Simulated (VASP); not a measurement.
Here is a VASP 6.6.1 calculation.

INCAR

```
PREC = Accurate ; ENCUT = 520
EDIFF = 1E-6 ; ISMEAR = 0
SIGMA = 0.05 ; LREAL = False
LASPH = True ; NELM = 60
ALGO = Normal ; ISIF = 2
LWAVE = False ; LCHARG = False
GGA = CA ; NBANDS = 14
```

Contents of KPOINTS:

```
regular mesh
0
Gamma
  6 6 6
```

The input POSCAR:

```
HfC
1.0
    2.8848877812      0.0000000000      0.0000000000
    0.0000000000      2.8848877812      0.0000000000
    0.0000000000      0.0000000000      2.8848877812
Hf C
1 1
Direct
    0.0000000000      0.0000000000      0.0000000000
    0.5000000000      0.5000000000      0.5000000000
```

Potentials or basis: VASP PAW LDA potentials, release 64 (Hf_pv, C).

Launch:

```console
$ cat potpaw_LDA.64/Hf_pv/POTCAR potpaw_LDA.64/C/POTCAR > POTCAR
$ mpirun -np 1 vasp_std > vasp.out
```

(1) Estimate the pressure.

(2) What does it give for the band gap on the k mesh?

Answers

(1) -10.1 GPa.

(2) zero (band 7 reaches 7.70 eV, above the bottom of band 8 at 5.84 eV).

Caveat: the k points lie up to 0.36 Å⁻¹ apart; spin-orbit coupling is left out, which moves the levels of the heavy elements.
